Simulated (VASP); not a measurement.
Mn: single point with LDA

The system is Mn.

```
CELL_PARAMETERS angstrom
2.46603 0.00000 0.00000
-1.23302 2.13565 0.00000
0.00000 0.00000 7.94092
ATOMIC_POSITIONS crystal
Mn 0.00000 0.00000 0.00000
Mn 0.00000 0.00000 0.50000
Mn 0.33333 0.66667 0.25000
Mn 0.66667 0.33333 0.75000
```

This cell differs from its parent crystal: volume scaled by 1.04.

| Item | Value |
| --- | --- |
| Program | VASP 6.6.1 |
| Task | single point |
| Functional | LDA |
| Potentials or basis | VASP PAW LDA potentials, release 64 (Mn_pv) |
| Cutoff | 520 eV |
| k mesh | 17 × 17 × 5 |
| Occupations | fermi-dirac, width 0.1 eV |
| Spin | no spin polarisation |
| Dipole correction | no |
| Further INCAR settings | ALGO = Normal; EDIFF = 1e-06; NBANDS = 34 |

```
Pressure               : -11.6 GPa
Band gap on the k mesh : zero (band 26 reaches 11.94 eV, above the bottom of band 27 at 9.72 eV)
```

Stress tensor (GPa, compression positive):
```
-11.51   0.00   0.00
  0.00 -11.51   0.00
  0.00   0.00 -11.73
```

Levels at points of the mesh, in eV from the Fermi level:
```csv
k point,band 24,band 25,band 26,band 27,band 28,band 29
"(0.00, 0.00, 0.00)",-0.81,-0.81,-0.73,-0.73,0.23,0.23
```

Wall time 72 s on 1 thread of Intel(R) Xeon(R) 6975P-C (Granite Rapids) (shared host), peak memory 0.2 GiB.

Caveat: the run has no spin polarisation, though such a crystal can be magnetic. Spin polarisation is off, so any magnetic state and its effect on volume and gap are missing.
